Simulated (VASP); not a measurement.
Wanted: the native input for a VASP 6.6.1 run.

```yaml
Task: single point
Functional: LDA
Potentials_or_basis: VASP PAW LDA potentials, release 64 (Ca_sv, C, O)
Cutoff: 520 eV
k_mesh: 6 × 6 × 6
Occupations: gaussian, width 0.02 eV
Spin: no spin polarisation
Dipole_correction: no
Further_INCAR_settings: LREAL = Auto; ALGO = Normal; EDIFF = 1e-07; NBANDS = 65
```

The structure of CaC4O4 lies in POSCAR:

```
CaC4O4
1.0
   -3.3886637609      3.3886637609      5.0537090491
    3.3886637609     -3.3886637609      5.0537090491
    3.3886637609      3.3886637609     -5.0537090491
Ca C O
2 8 8
Direct
    0.5000000000      0.5000000000      0.0000000000
    0.2500000000      0.7500000000      0.5000000000
    0.0598947319      0.0598947319      0.0000000000
    0.8098947319      0.3098947319      0.5000000000
    0.6901052681      0.1901052681      0.5000000000
    0.9401052681      0.9401052681      0.0000000000
    0.2011712003      0.2011712003      0.0000000000
    0.9511712003      0.4511712003      0.5000000000
    0.5488287997      0.0488287997      0.5000000000
    0.7988287997      0.7988287997      0.0000000000
    0.2607189573      0.4228239256      0.1621049683
    0.1728239256      0.5107189573      0.6621049683
    0.8486139890      0.5107189573      0.3378950317
    0.2607189573      0.0986139890      0.8378950317
    0.4892810427      0.8271760744      0.3378950317
    0.5771760744      0.7392810427      0.8378950317
    0.9013860110      0.7392810427      0.1621049683
    0.4892810427      0.1513860110      0.6621049683
```

One way to write it, as run:

INCAR

```
SYSTEM = CaC4O4
PREC     = Accurate       ! precision mode
ENCUT    = 520            ! plane-wave cutoff, eV
EDIFF    = 1E-7           ! SCF threshold, eV
ISMEAR   = 0              ! smearing method
SIGMA    = 0.02           ! smearing width, eV
LREAL    = Auto         
LASPH    = .TRUE.         ! aspherical terms in the spheres
NELM     = 80             ! most SCF steps
ALGO     = Normal         ! electronic algorithm
ISIF     = 2              ! what is computed and relaxed
LWAVE    = .FALSE.        ! write WAVECAR
LCHARG   = .FALSE.        ! write CHGCAR
GGA      = CA             ! functional
NBANDS   = 65             ! bands
```

KPOINTS

```
regular mesh
0
G
  6 6 6
  0 0 0
```

Potentials or basis: VASP PAW LDA potentials, release 64 (Ca_sv, C, O).

The run is started by

```console
$ cat potpaw_LDA.64/Ca_sv/POTCAR potpaw_LDA.64/C/POTCAR potpaw_LDA.64/O/POTCAR > POTCAR
$ mpirun -np 1 vasp_std > vasp.out
```

Results of the run:

```
Pressure               : 1.0 GPa
Largest force          : 0.384 eV/Å
Band gap on the k mesh : 3.66 eV (least direct gap 3.72 eV)
```

Run time: 8.5 min on 1 thread of Intel(R) Xeon(R) 6975P-C (Granite Rapids), with other jobs on the host, peak memory 0.48 GiB.
